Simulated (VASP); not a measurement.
Crystal: K2H3Au.

```xyz
6
Lattice="4.4568 0.0000 0.0000 -2.2284 3.8597 0.0000 0.0000 0.0000 7.2649" Properties=species:S:1:pos:R:3 pbc="T T T"
K     2.2284    1.2866    5.3047
K     2.2284    1.2866    1.9000
H     0.0000    0.0000    3.4559
H     0.0000    0.0000    0.3395
H     0.0000    2.5731    6.8810
Au    0.0000    2.5731    3.9137
```

* Program: VASP 6.6.1
* Task: relaxation of cell and atoms
* Functional: PBEsol
* Potentials or basis: VASP PAW PBE potentials, release 64 (K_sv, H, Au)
* Cutoff: 600 eV
* k mesh: 6 × 6 × 4
* Occupations: fermi-dirac, width 0.03 eV
* Spin: no spin polarisation

At the start: pressure -1.7 GPa; volume 20.83 Å³/atom.

Task: Where does the relaxation end?

Result: Over 26 steps the energy falls by 296.4 meV/atom and the volume is 15.75 Å³/atom (-24.4 %); space group P3m1 (No. 156, to 0.1 Å) before, P-6m2 (No. 187, to 0.1 Å).

Step by step:
```tsv
step	energy change (eV)	largest force (eV/Å)	pressure (GPa)	volume (Å³)
1	0.0000	1.3632	-1.66	124.97
2	-0.2100	1.2821	-1.58	121.11
3	-0.7786	0.8554	-1.03	109.89
4	-1.0272	1.2063	4.30	89.13
5	-1.1345	0.6683	0.85	98.09
6	-1.1484	0.6729	1.43	96.06
7	-1.3995	0.7250	0.71	95.88
8	-1.5306	0.9456	0.65	94.89
9	-1.6974	0.4478	-0.61	97.21
10	-1.7200	0.2873	-1.09	98.27
11	-1.7613	0.1521	0.09	94.10
12	-1.7641	0.0985	0.63	92.67
13	-1.7762	0.0453	0.22	93.81
14	-1.7771	0.0425	0.12	94.18
15	-1.7771	0.0430	0.10	94.21
16	-1.7777	0.0285	-0.05	94.62
17	-1.7777	0.0251	-0.08	94.72
18	-1.7780	0.0140	0.00	94.49
19	-1.7780	0.0118	0.01	94.38
20	-1.7779	0.0186	0.10	94.17
21	-1.7780	0.0128	0.05	94.35
22	-1.7780	0.0124	0.04	94.37
23	-1.7780	0.0121	0.05	94.37
24	-1.7781	0.0108	0.00	94.50
25	-1.7781	0.0103	0.00	94.54
26	-1.7781	0.0042	-0.01	94.52
```

Final structure:
```
CELL_PARAMETERS angstrom
3.62575 0.00000 0.00000
-1.81288 3.13999 0.00000
0.00000 0.00000 8.30231
ATOMIC_POSITIONS crystal
K 0.66667 0.33333 0.80677
K 0.66667 0.33333 0.19337
H 0.00000 0.00000 0.50000
H 0.00000 0.00000 0.00001
H 0.33333 0.66667 0.99982
Au 0.33333 0.66667 0.50004
```

Caveat: the volume moved by over 15 % at a fixed basis, so the end points are rough; the PAW data sets were made with another functional, which shifts forces and pressure a little.
